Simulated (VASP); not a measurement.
# WC (dlda) (P-6m2) in VASP: relaxation of cell and atoms with LDA

Aim: the relaxation of cell and atoms of WC (dlda) with LDA.

Everything below comes from runs of VASP 6.6.1. Logs are shortened: lines on timing, memory, paths and dates and some standing lists are left out, and cuts for length are marked.

### Step 1. The cell of the first run

It takes space group P-6m2 (No. 187, hexagonal). Conventional cell: a = 2.884 Å, b = 2.884 Å, c = 2.812 Å, α = 90.00°, β = 90.00°, γ = 120.00°. Within 2.9 Å of W (site symmetry -6m2) lie 6 C at 2.18 Å and 8 W at 2.81 to 2.88 Å. Within 2.9 Å of C (site symmetry -6m2) lie 6 W at 2.18 Å and 8 C at 2.81 to 2.88 Å.

### Step 2. Relaxation of cell and atoms, LDA

INCAR

```
SYSTEM = WC
PREC = Accurate ; ENCUT = 600
EDIFF = 1E-6 ; ISMEAR = -1
SIGMA = 0.15 ; LREAL = .False.
LASPH = .True. ; NELM = 80
ALGO = Normal ; ISIF = 3
LWAVE = .False. ; LCHARG = .False.
IBRION = 2 ; NSW = 80
EDIFFG = -0.001
```

KPOINTS

```
Automatic mesh
0
Gamma
  15 15 12
  0 0 0
```

POSCAR

```
WC
1.0
    2.8842797635      0.0000000000      0.0000000000
   -1.4421398818      2.4978595469      0.0000000000
    0.0000000000      0.0000000000      2.8121000680
W C
1 1
Direct
    0.0000000000      0.0000000000      0.0000000000
    0.6666666667      0.3333333333      0.5000000000
```

Potentials or basis: VASP PAW LDA potentials, release 64 (W_sv, C).

Started as:

```bash
cat potpaw_LDA.64/W_sv/POTCAR potpaw_LDA.64/C/POTCAR > POTCAR
mpirun -np 1 vasp_std > vasp.out
```

OUTCAR:

```text
SYSTEM = WC
   PREC = Accurate
   ENCUT = 600
   EDIFF = 1E-6
   ISMEAR = -1
   LREAL = .False.
   LASPH = .True.
   NELM = 80
   ISIF = 3
   IBRION = 2
   NSW = 80
   EDIFFG = -0.001

 ion  position               nearest neighbor table
   1  0.000  0.000  0.000-   2 2.18   2 2.18   2 2.18   2 2.18   2 2.18   2 2.18
   2  0.667  0.333  0.500-   1 2.18   1 2.18   1 2.18   1 2.18   1 2.18   1 2.18

  LATTYP: Found a hexagonal cell.
 ALAT       =     2.8842797635
 C/A-ratio  =     0.9749747939

  Lattice vectors:

 A1 = (   2.8842797635,   0.0000000000,   0.0000000000)
 A2 = (  -1.4421398818,   2.4978595469,   0.0000000000)
 A3 = (   0.0000000000,   0.0000000000,   2.8121000680)

Analysis of symmetry for initial positions (statically):
=====================================================================
 Subroutine PRICEL returns:
 Original cell was already a primitive cell.

 Routine SETGRP: Setting up the symmetry group for a
 hexagonal supercell.

 Subroutine GETGRP returns: Found 12 space group operations
 (whereof 12 operations were pure point group operations)
 out of a pool of 24 trial point group operations.

The static configuration has the point symmetry D_3h.

Analysis of symmetry for dynamics (positions and initial velocities):
=====================================================================
 Subroutine PRICEL returns:
 Original cell was already a primitive cell.

 Routine SETGRP: Setting up the symmetry group for a
 hexagonal supercell.

 Subroutine GETGRP returns: Found 12 space group operations
 (whereof 12 operations were pure point group operations)
 out of a pool of 24 trial point group operations.

The dynamic configuration has the point symmetry D_3h.

 Subroutine INISYM returns: Found 12 space group operations
 (whereof 12 operations are pure point group operations),
 and found     1 'primitive' translations

----------------------------------------------------------------------------------------

                                     Primitive cell

  volume of cell :      20.2598

  direct lattice vectors                    reciprocal lattice vectors
     2.884279763  0.000000000  0.000000000     0.346707006  0.200171383  0.000000000
    -1.442139882  2.497859547  0.000000000     0.000000000  0.400342766  0.000000000
     0.000000000  0.000000000  2.812100068     0.000000000  0.000000000  0.355606122
[... 117 lines left out ...]
  energy-cutoff  :      600.00
  volume of cell :       20.26
 maximum number of plane-waves:       689
 NGX is ok and might be reduce to    24
   NGX = 11   NGY = 11   NGZ = 11

--------------------------------------- Ionic step        1  -------------------------------------------

 number of electron      18.0000000 magnetization

 Free energy of the ion-electron system (eV)
  ---------------------------------------------------
  ext. energy  EPLUGINS =         0.00000000
  ---------------------------------------------------
  free energy    TOTEN  =       -24.71217982 eV

  energy without entropy =      -24.68911773  energy(sigma->0) =      -24.70064878

------------------------ aborting loop because EDIFF is reached ----------------------------------------

  FORCE on cell =-STRESS in cart. coord.  units (eV):
  Direction    XX          YY          ZZ          XY          YZ          ZX
  --------------------------------------------------------------------------------------
  -------------------------------------------------------------------------------------
  Total        0.3208903      0.3208903      0.3394655     -0.0000000      0.0000000      0.0000000
  in kB       25.3764593     25.3764593     26.8454125     -0.0000000      0.0000000      0.0000000
  external PRESSURE =      25.8661104 kB  Pullay stress =       0.0000000 kB
[... 89 lines left out ...]
  FREE ENERGIE OF THE ION-ELECTRON SYSTEM (eV)
  ---------------------------------------------------
  free  energy   TOTEN  =       -24.7131619401 eV

  energy  without entropy=      -24.6899459689  energy(sigma->0) =      -24.70155395

[... ionic steps 4 to 14 ...]

--------------------------------------- Ionic step       15  -------------------------------------------

 number of electron      18.0000001 magnetization

------------------------ aborting loop because EDIFF is reached ----------------------------------------
[... 67 lines left out ...]
--------------------------------------- Ionic step       17  -------------------------------------------

 number of electron      18.0000001 magnetization

 Free energy of the ion-electron system (eV)
  ---------------------------------------------------
  ext. energy  EPLUGINS =         0.00000000
  ---------------------------------------------------
  free energy    TOTEN  =       -24.71316838 eV

  energy without entropy =      -24.68993012  energy(sigma->0) =      -24.70154925

 E-fermi :  11.2871     XC(G=0): -14.0768

 val. band max:       11.2704764012   @ k =   0.4000   0.2000   0.0000
 cond. band min:      11.3470044835   @ k =   0.4667   0.0667   0.4167
 fundamental gap:      0.0765280823
 Fermi energy:        11.2871405835

 k-point     1 :       0.0000    0.0000    0.0000
  band No.  band energies     occupation
      1     -62.2481      2.00000
      2     -26.4913      2.00000
      3     -26.3814      2.00000
      4     -26.3814      2.00000
      5      -3.1677      2.00000
      6       6.8248      2.00000
      7       7.8270      2.00000
      8       7.8270      2.00000
      9      11.3835      0.68926
     10      14.5200      0.00000
     11      14.5200      0.00000
     12      16.9571      0.00000
     13      16.9571      0.00000
[... 354 lines left out ...]
  band No.  band energies     occupation
      1     -62.1777      2.00000
      2     -27.1603      2.00000
      3     -26.7833      2.00000
      4     -26.3604      2.00000
      5       0.7576      2.00000
      6       4.4219      2.00000
      7       7.1448      2.00000
      8       7.6810      2.00000
      9      11.2705      1.05549
     10      12.3219      0.00202
     11      14.1742      0.00000
     12      15.3828      0.00000
     13      19.8912      0.00000

 [... further k-points ...]

------------------------ aborting loop because EDIFF is reached ----------------------------------------

  FORCE on cell =-STRESS in cart. coord.  units (eV):
  Direction    XX          YY          ZZ          XY          YZ          ZX
  --------------------------------------------------------------------------------------
  -------------------------------------------------------------------------------------
  Total       -0.0009858     -0.0009858     -0.0010011      0.0000000     -0.0000000     -0.0000000
  in kB       -0.0774943     -0.0774943     -0.0787003      0.0000000     -0.0000000     -0.0000000
  external PRESSURE =      -0.0778963 kB  Pullay stress =       0.0000000 kB
[... 17 lines left out ...]
  FREE ENERGIE OF THE ION-ELECTRON SYSTEM (eV)
  ---------------------------------------------------
  free  energy   TOTEN  =       -24.7131683759 eV

  energy  without entropy=      -24.6899301197  energy(sigma->0) =      -24.70154925

 reached required accuracy - stopping structural energy minimisation
```

OSZICAR:

```text
N       E                     dE             d eps       ncg     rms          rms(c)
DAV:   1     0.118058795452E+03    0.11806E+03   -0.10753E+04  4914   0.171E+03
DAV:   2    -0.234595848304E+02   -0.14152E+03   -0.13793E+03  5519   0.408E+02
DAV:   3    -0.277656675424E+02   -0.43061E+01   -0.42703E+01  5977   0.641E+01
DAV:   4    -0.278079597819E+02   -0.42292E-01   -0.42262E-01  5390   0.685E+00
[... 94 lines left out ...]
DAV:   1    -0.247131691485E+02   -0.34034E-06   -0.14616E-05  4949   0.573E-02    0.123E-02
DAV:   2    -0.247131686110E+02    0.53756E-06   -0.11329E-06  2492   0.144E-02
  16 F= -.24713169E+02 E0= -.24701549E+02  d E =-.783143E-06
       N       E                     dE             d eps       ncg     rms          rms(c)
DAV:   1    -0.247131689657E+02    0.18279E-06   -0.11628E-05  4999   0.520E-02    0.110E-02
DAV:   2    -0.247131683759E+02    0.58981E-06   -0.11913E-06  2527   0.149E-02
  17 F= -.24713168E+02 E0= -.24701549E+02  d E =-.548104E-06
```

Run time: 84 s. Hardware: 1 thread of Intel Xeon 6975P-C (Granite Rapids), shared host; peak memory 0.19 GiB.

Results:

```yaml
Free_energy: -24.7132 eV
Relaxed_volume: 10.19 Å³/atom
Relaxed_cell: a = 2.890 Å, b = 2.890 Å, c = 2.817 Å, α = 90.00°, β = 90.00°, γ = 120.00°
Space_group_after_relaxing_to_0.05_Å: P-6m2 (No. 187)
Energy_gained_by_relaxing: 0.5 meV/atom
Ionic_steps: 17
Pressure_after_relaxing: 0.0 GPa
Band_gap_on_the_k_mesh: zero (band 9 reaches 11.85 eV, above the bottom of band 10 at 10.61 eV)
```

Step by step:
| step | energy change (eV) | largest force (eV/Å) | pressure (GPa) | volume (Å³) |
| --- | --- | --- | --- | --- |
| 1 | 0.0000 | 0.0000 | 2.59 | 20.26 |
| 2 | 0.0072 | 0.0000 | -7.18 | 20.74 |
| 3 | -0.0010 | 0.0000 | -0.01 | 20.38 |
| 4 | -0.0010 | 0.0000 | -0.02 | 20.38 |
| 5 | -0.0007 | 0.0000 | 1.26 | 20.32 |
| 6 | -0.0010 | 0.0000 | 0.11 | 20.38 |
| 7 | -0.0010 | 0.0000 | 0.05 | 20.38 |
| 8 | -0.0010 | 0.0000 | 0.07 | 20.38 |
| 9 | -0.0010 | 0.0000 | 0.06 | 20.38 |
| 10 | -0.0010 | 0.0000 | 0.07 | 20.38 |
| 11 | -0.0010 | 0.0000 | 0.06 | 20.38 |
| 12 | -0.0010 | 0.0000 | 0.07 | 20.38 |
| 13 | -0.0010 | 0.0000 | 0.07 | 20.38 |
| 14 | -0.0010 | 0.0000 | -0.10 | 20.39 |
| 15 | -0.0010 | 0.0000 | -0.03 | 20.38 |
| 16 | -0.0010 | 0.0000 | -0.03 | 20.38 |
| 17 | -0.0010 | 0.0000 | -0.01 | 20.38 |

Final structure:
```
CELL_PARAMETERS angstrom
2.89034 0.00000 0.00000
-1.44517 2.50311 0.00000
0.00000 0.00000 2.81708
ATOMIC_POSITIONS crystal
W 0.00000 0.00000 0.00000
C 0.66667 0.33333 0.50000
```

Caveat: spin-orbit coupling is left out, which moves the levels of the heavy elements.
